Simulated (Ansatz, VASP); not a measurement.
## AlRu in VASP and in Ansatz

INCAR

```
PREC = Accurate
ENCUT = 520
EDIFF = 1E-6
ISMEAR = -1
SIGMA = 0.05
LREAL = False
LASPH = True
NELM = 60
ALGO = Normal
ISIF = 2
LWAVE = False
LCHARG = False
NBANDS = 16
```

KPOINTS

```
Automatic mesh
0
Gamma
  14 14 14
```

Contents of POSCAR:

```
AlRu
1.0
    0.0000000000      2.1069446902      2.1069446902
    2.1069446902      0.0000000000      2.1069446902
    2.1069446902      2.1069446902      0.0000000000
Ru Al
1 1
Direct
    0.0000000000      0.0000000000      0.0000000000
    0.5000000000      0.5000000000      0.5000000000
```

Input for Ansatz:

```yaml
crystal:
  lattice:
    - [0.0, 2.1069446902, 2.1069446902]
    - [2.1069446902, 0.0, 2.1069446902]
    - [2.1069446902, 2.1069446902, 0.0]
  atoms:
    - { symbol: Ru, position: [0.0, 0.0, 0.0] }
    - { symbol: Al, position: [0.5, 0.5, 0.5] }
kpoints:
  mp_grid: { grid: [14, 14, 14] }
scf:
  occupations: { method: fermi_dirac, width: 0.05 }
hamiltonian:
  xc: lda
  pseudopotentials: { kind: all_electron, lapw: { basis_error: 0.001 } }
output:
  forces: true
  stress: true
  eigenvalues: true
  populations: true
```

Change from the starting cell: volume scaled by 0.64, LAPW.

Alike in both runs: task single point; functional LDA; k mesh 14 × 14 × 14; occupations fermi-dirac, width 0.05 eV; no spin polarisation.

```csv
,VASP,Ansatz
version,VASP 6.6.1,Ansatz 0.2.0
potentials or method,"VASP PAW LDA potentials, release 64 (Ru_pv, Al), cutoff 520 eV","all-electron LAPW, scalar-relativistic"
```

Ansatz gave:

```
pressure (GPa) : 186.8
```

**Question.** What did VASP give for the same quantities?

**Answer.** Pressure (GPa): 190.8.

LDA's correlation is that of Perdew and Zunger in VASP and of Perdew and Wang (1992) in Ansatz. Both programs put the cell under a high pressure, so it lies far from rest at this level. Ansatz ran all-electron here, and VASP with PAW potentials.

Noted on VASP's run: the cell as given lies far from equilibrium.
